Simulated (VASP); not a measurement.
Crystal: W3Cl.

```xyz
8
Lattice="3.2034 0.0000 0.0000 -1.6017 2.7742 0.0000 0.0000 0.0000 15.4131" Properties=species:S:1:pos:R:3 pbc="T T T"
W     0.0000    1.8495    1.3700
W     1.6017    0.9247    9.0766
W     0.0000    1.8495    6.3365
W     1.6017    0.9247   14.0431
W     0.0000    1.8495   11.5598
W     1.6017    0.9247    3.8533
Cl    0.0000    0.0000    0.0000
Cl    0.0000    0.0000    7.7066
```

The cell was built from a structure type or drawn by symmetry, and may not be a known phase.

```yaml
Program: VASP 6.6.1
Task: relaxation of cell and atoms
Functional: PBE
Potentials_or_basis: VASP PAW PBE potentials, release 64 (W_sv, Cl)
Cutoff: 600 eV
k_mesh: 6 × 6 × 1
Occupations: gaussian, width 0.2 eV
Spin: no spin polarisation
```

At the start: pressure -6.9 GPa; volume 17.12 Å³/atom.

Question: How do energy, volume and symmetry change on relaxing?

Answer: Over 26 steps the energy falls by 1258.1 meV/atom and the volume is 16.08 Å³/atom (-6.1 %); space group P6_3/mmc (No. 194, to 0.1 Å) before and after.

The path:
```csv
step,energy change (eV),largest force (eV/Å),pressure (GPa),volume (Å³)
1,0.0000,4.4689,-6.92,136.97
2,-3.8642,4.0766,10.88,122.83
3,-4.4349,2.6349,28.22,116.31
4,-5.6510,1.8854,27.18,117.41
5,-6.9349,2.4287,34.48,120.64
6,-8.5718,1.4650,10.33,131.85
7,-8.8221,0.9931,0.83,138.06
8,-8.8286,0.9019,-0.84,139.31
9,-8.9133,0.8896,-0.85,138.64
10,-9.1534,0.8603,-0.55,136.58
11,-9.5433,0.5843,1.27,132.34
12,-9.7444,1.1056,12.61,123.37
13,-9.6624,1.2068,6.77,126.85
14,-9.7639,1.2843,10.41,124.49
15,-9.7636,1.1990,11.44,123.93
16,-9.8394,0.9158,10.16,124.40
17,-9.8825,0.4761,8.34,125.12
18,-9.9510,0.4278,6.02,126.15
19,-10.0436,0.2778,-0.34,129.28
20,-10.0441,0.2666,-0.78,129.52
21,-10.0476,0.2591,-0.64,129.39
22,-10.0554,0.2346,-0.22,129.00
23,-10.0590,0.1794,0.66,128.21
24,-10.0597,0.1965,0.37,128.45
25,-10.0628,0.1291,0.12,128.52
26,-10.0652,0.0045,-0.38,128.66
```

Final structure:
```
W Cl
1.0
     2.85084    0.00000    0.00000
    -1.42542    2.46890    0.00000
     0.00000    0.00000   18.27916
W Cl
6 2
Direct
  0.33333 0.66667 0.11913
  0.66667 0.33333 0.61913
  0.33333 0.66667 0.38087
  0.66667 0.33333 0.88087
  0.33333 0.66667 0.75000
  0.66667 0.33333 0.25000
  0.00000 0.00000 0.00000
  0.00000 0.00000 0.50000
```

Caveat: the k points lie up to 0.42 Å⁻¹ apart in the final cell, too coarse for converged energies and pressures of a metal; a cell axis changed by over 15 % at a fixed basis, so the end point is rough.
